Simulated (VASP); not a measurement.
# MnSi (P2_13) in VASP: single point with PBEsol

Aim: the single point of MnSi with PBEsol.

All numbers are computed with VASP 6.6.1; they aren't measurements. Logs are shortened: lines on timing, memory, paths and dates and some standing lists are left out, and cuts for length are marked.

## Step 1: The cell of the first run

It takes space group P2_13 (No. 198, cubic). Conventional cell: a = 4.471 Å, b = 4.471 Å, c = 4.471 Å, α = 90.00°, β = 90.00°, γ = 90.00°. Mn (site symmetry 3) has 7 Si at 2.26 to 2.50 Å and 6 Mn at 2.74 Å within 3.0 Å. Within 3.0 Å of Si (site symmetry 3) lie 7 Mn at 2.26 to 2.50 Å and 6 Si at 2.76 Å.

## Step 2: Single point, PBEsol, collinear spin, ferromagnetic start

Contents of INCAR:

```
SYSTEM = MnSi
ALGO = Normal
EDIFF = 1E-6
ENCUT = 500
GGA = PS
GGA_COMPAT = .FALSE.
ISIF = 2
ISMEAR = -1
ISPIN = 2
LASPH = .TRUE.
LCHARG = .FALSE.
LMAXMIX = 4
LORBIT = 11
LREAL = .FALSE.
LWAVE = .FALSE.
MAGMOM = 1 1 1 1 0 0 0 0
NBANDS = 48
NELM = 200
PREC = Accurate
SIGMA = 0.05
```

Contents of KPOINTS:

```
k-points
0
G
  8 8 8
  0 0 0
```

Contents of POSCAR:

```
MnSi
1.0
    4.4706901914      0.0000000000      0.0000000000
    0.0000000000      4.4706901914      0.0000000000
    0.0000000000      0.0000000000      4.4706901914
Mn Si
4 4
Direct
    0.1370709186      0.1370709186      0.1370709186
    0.6370709186      0.3629290814      0.8629290814
    0.8629290814      0.6370709186      0.3629290814
    0.3629290814      0.8629290814      0.6370709186
    0.8453678847      0.8453678847      0.8453678847
    1.3453678847     -0.3453678847      0.1546321153
    0.1546321153      1.3453678847     -0.3453678847
   -0.3453678847      0.1546321153      1.3453678847
```

Potentials or basis: VASP PAW PBE potentials, release 64 (Mn_pv, Si).

On the command line:

```console
$ cat potpaw_PBE.64/Mn_pv/POTCAR potpaw_PBE.64/Si/POTCAR > POTCAR
$ mpirun -np 1 vasp_std > vasp.out
```

OUTCAR:

```text
SYSTEM = MnSi
   EDIFF = 1E-6
   ENCUT = 500
   GGA = PS
   ISIF = 2
   ISMEAR = -1
   ISPIN = 2
   LASPH = .TRUE.
   LORBIT = 11
   LREAL = .FALSE.
   NELM = 200
   PREC = Accurate

 ion  position               nearest neighbor table
   1  0.137  0.137  0.137-   5 2.26   6 2.35   7 2.35   8 2.35   6 2.50   7 2.50   8 2.50   3 2.74
                             4 2.74   2 2.74   4 2.74   3 2.74   2 2.74
   2  0.637  0.363  0.863-   6 2.26   8 2.35   5 2.35   7 2.35   5 2.50   7 2.50   8 2.50   1 2.74
                             3 2.74   3 2.74   4 2.74   4 2.74   1 2.74
   3  0.863  0.637  0.363-   7 2.26   6 2.35   5 2.35   8 2.35   5 2.50   8 2.50   6 2.50   1 2.74
                             2 2.74   2 2.74   1 2.74   4 2.74   4 2.74
   4  0.363  0.863  0.637-   8 2.26   7 2.35   5 2.35   6 2.35   5 2.50   6 2.50   7 2.50   1 2.74
                             1 2.74   2 2.74   2 2.74   3 2.74   3 2.74
   5  0.845  0.845  0.845-   1 2.26   2 2.35   3 2.35   4 2.35   3 2.50   2 2.50   4 2.50   8 2.76
                             7 2.76   6 2.76   8 2.76   7 2.76   6 2.76
   6  0.345  0.655  0.155-   2 2.26   3 2.35   1 2.35   4 2.35   1 2.50   4 2.50   3 2.50   5 2.76
                             7 2.76   7 2.76   8 2.76   8 2.76   5 2.76
   7  0.155  0.345  0.655-   3 2.26   4 2.35   1 2.35   2 2.35   1 2.50   2 2.50   4 2.50   5 2.76
                             6 2.76   6 2.76   8 2.76   8 2.76   5 2.76
   8  0.655  0.155  0.345-   4 2.26   2 2.35   1 2.35   3 2.35   1 2.50   3 2.50   2 2.50   5 2.76
                             7 2.76   7 2.76   6 2.76   6 2.76   5 2.76

  LATTYP: Found a simple cubic cell.
 ALAT       =     4.4706901914

  Lattice vectors:

 A1 = (   4.4706901914,   0.0000000000,   0.0000000000)
 A2 = (   0.0000000000,   4.4706901914,   0.0000000000)
 A3 = (   0.0000000000,   0.0000000000,   4.4706901914)

Analysis of symmetry for initial positions (statically):
=====================================================================
 Subroutine PRICEL returns:
 Original cell was already a primitive cell.

 Routine SETGRP: Setting up the symmetry group for a
 simple cubic supercell.

 Subroutine GETGRP returns: Found 12 space group operations
 (whereof  3 operations were pure point group operations)
 out of a pool of 48 trial point group operations.

The static configuration has the point symmetry C_3 .
 The point group associated with its full space group is T   .

Analysis of symmetry for dynamics (positions and initial velocities):
=====================================================================
 Subroutine PRICEL returns:
 Original cell was already a primitive cell.

 Routine SETGRP: Setting up the symmetry group for a
 simple cubic supercell.

 Subroutine GETGRP returns: Found 12 space group operations
 (whereof  3 operations were pure point group operations)
 out of a pool of 48 trial point group operations.

The dynamic configuration has the point symmetry C_3 .
 The point group associated with its full space group is T   .

[... 176 lines left out ...]
 cond. band min:      11.4467396692   @ k =   0.1250   0.1250   0.1250
 fundamental gap:      0.0070300667
 Fermi energy:        11.4461316298

 spin component 1

 k-point     1 :       0.0000    0.0000    0.0000
  band No.  band energies     occupation
      1     -36.7320      1.00000
      2     -36.7320      1.00000
      3     -36.7320      1.00000
      4     -36.6514      1.00000
      5     -36.6514      1.00000
      6     -36.6514      1.00000
[... 1165 lines left out ...]
     45      15.8250      0.00000
     46      16.5981      0.00000

 [... further k-points ...]

 spin component 2

 k-point     1 :       0.0000    0.0000    0.0000
  band No.  band energies     occupation
      1     -35.8228      1.00000
      2     -35.8228      1.00000
      3     -35.8228      1.00000
      4     -35.7229      1.00000
      5     -35.6300      1.00000
      6     -35.6300      1.00000
[... 1165 lines left out ...]
     45      16.2470      0.00000
     46      16.9267      0.00000

 [... further k-points ...]

 [bands above 46 left out]

------------------------ aborting loop because EDIFF is reached ----------------------------------------

  FORCE on cell =-STRESS in cart. coord.  units (eV):
  Direction    XX          YY          ZZ          XY          YZ          ZX
  --------------------------------------------------------------------------------------
  -------------------------------------------------------------------------------------
  Total        0.0215157      0.0215157      0.0215157      0.0000000     -0.0000000      0.0000000
  in kB        0.3857823      0.3857823      0.3857823      0.0000000     -0.0000000      0.0000000
  external PRESSURE =       0.3857823 kB  Pullay stress =       0.0000000 kB

 VOLUME and BASIS-vectors are now :
 -----------------------------------------------------------------------------
  energy-cutoff  :      500.00
  volume of cell :       89.36
      direct lattice vectors                 reciprocal lattice vectors
     4.470690191  0.000000000  0.000000000     0.223679109  0.000000000  0.000000000
     0.000000000  4.470690191  0.000000000     0.000000000  0.223679109  0.000000000
     0.000000000  0.000000000  4.470690191     0.000000000  0.000000000  0.223679109

 POSITION                                       TOTAL-FORCE (eV/Angst)
 -----------------------------------------------------------------------------------
      0.61280      0.61280      0.61280         0.009957      0.009957      0.009957
      2.84815      1.62254      3.85789         0.009957     -0.009957     -0.009957
      3.85789      2.84815      1.62254        -0.009957      0.009957     -0.009957
      1.62254      3.85789      2.84815        -0.009957     -0.009957      0.009957
      3.77938      3.77938      3.77938        -0.000274     -0.000274     -0.000274
      1.54403      2.92666      0.69131        -0.000274      0.000274      0.000274
      0.69131      1.54403      2.92666         0.000274     -0.000274      0.000274
      2.92666      0.69131      1.54403         0.000274      0.000274     -0.000274
 -----------------------------------------------------------------------------------
    total drift:                               -0.000001     -0.000001     -0.000000

  FREE ENERGIE OF THE ION-ELECTRON SYSTEM (eV)
  ---------------------------------------------------
  free  energy   TOTEN  =       -66.3280092864 eV

  energy  without entropy=      -66.2851106267  energy(sigma->0) =      -66.30655996

 total charge

# of ion       s       p       d       tot
------------------------------------------
    1        0.348   6.413   5.332  12.093
    2        0.348   6.413   5.332  12.093
    3        0.348   6.413   5.332  12.093
    4        0.348   6.413   5.332  12.093
    5        0.744   0.924   0.000   1.668
    6        0.744   0.924   0.000   1.668
    7        0.744   0.924   0.000   1.668
    8        0.744   0.924   0.000   1.668
--------------------------------------------------
tot          4.370  29.348  21.328  55.045

 magnetization (x)

# of ion       s       p       d       tot
------------------------------------------
    1        0.000   0.006   0.946   0.952
    2        0.000   0.006   0.946   0.952
    3        0.000   0.006   0.946   0.952
    4        0.000   0.006   0.946   0.952
    5       -0.011  -0.029   0.000  -0.040
    6       -0.011  -0.029   0.000  -0.040
    7       -0.011  -0.029   0.000  -0.040
    8       -0.011  -0.029   0.000  -0.040
--------------------------------------------------
tot         -0.044  -0.094   3.785   3.647
```

OSZICAR:

```text
N       E                     dE             d eps       ncg     rms          rms(c)
DAV:   1     0.787801157273E+03    0.78780E+03   -0.34827E+04  8640   0.166E+03
DAV:   2    -0.157806944829E+02   -0.80358E+03   -0.76347E+03  8640   0.498E+02
DAV:   3    -0.743668936968E+02   -0.58586E+02   -0.56273E+02  9496   0.145E+02
DAV:   4    -0.759702675065E+02   -0.16034E+01   -0.15922E+01 10432   0.236E+01
DAV:   5    -0.760002561605E+02   -0.29989E-01   -0.29980E-01  9744   0.349E+00    0.380E+01
DAV:   6    -0.768227796052E+02   -0.82252E+00   -0.13399E+02  9608   0.895E+01    0.301E+01
DAV:   7    -0.665215589856E+02    0.10301E+02   -0.58034E+01  9360   0.580E+01    0.894E+00
DAV:   8    -0.663779944727E+02    0.14356E+00   -0.26887E+00  9568   0.739E+00    0.293E+00
DAV:   9    -0.663244685915E+02    0.53526E-01   -0.18985E-01 10280   0.307E+00    0.142E+00
DAV:  10    -0.663274933972E+02   -0.30248E-02   -0.18440E-02 10280   0.880E-01    0.691E-01
DAV:  11    -0.663279518963E+02   -0.45850E-03   -0.83288E-03 10592   0.498E-01    0.214E-01
DAV:  12    -0.663280122953E+02   -0.60399E-04   -0.10635E-03  9344   0.217E-01    0.118E-01
DAV:  13    -0.663280074784E+02    0.48168E-05   -0.58307E-05  9936   0.608E-02    0.562E-02
DAV:  14    -0.663280101591E+02   -0.26807E-05   -0.62200E-06  8800   0.173E-02    0.240E-02
DAV:  15    -0.663280092864E+02    0.87270E-06   -0.20311E-06  5992   0.120E-02
   1 F= -.66328009E+02 E0= -.66306560E+02  d E =-.428987E-01  mag=     3.6311
```

stdout:

```text
POSCAR found type information on POSCAR MnSi
 POSCAR found :  2 types and       8 ions
 scaLAPACK will be used
 -----------------------------------------------------------------------------
|                                                                             |
|                                                                             |
|     You enforced a specific xc type in the INCAR file but a different       |
|     I HOPE YOU KNOW WHAT YOU ARE DOING!                                     |
|                                                                             |
 -----------------------------------------------------------------------------

 LDA part: xc-table for (Slater+PW92), standard interpolation
 POSCAR, INCAR and KPOINTS ok, starting setup
 FFT: planning ... GRIDC
 FFT: planning ... GRID_SOFT
 FFT: planning ... GRID
 WAVECAR not read
 entering main loop
```

Wall time 8.9 min (1 thread of Intel Xeon 8259CL, shared host); peak memory 0.39 GiB.

What came out:

* Free energy: -66.3280 eV
* Pressure: 0.0 GPa
* Largest force: 0.017 eV/Å
* Net moment: 3.63 μB per cell
* Site moments: Mn +0.95; Si -0.04 μB
* Valence electrons inside the program's atomic spheres: Mn 12.09; Si 1.67

Forces on the atoms (eV/Å):
```
Mn   0.010  0.010  0.010
Mn   0.010 -0.010 -0.010
Mn  -0.010  0.010 -0.010
Mn  -0.010 -0.010  0.010
Si   0.000  0.000  0.000
Si   0.000  0.000  0.000
Si   0.000  0.000  0.000
Si   0.000  0.000  0.000
```

Caveat: the PAW data sets were made with another functional, which shifts forces and pressure a little.
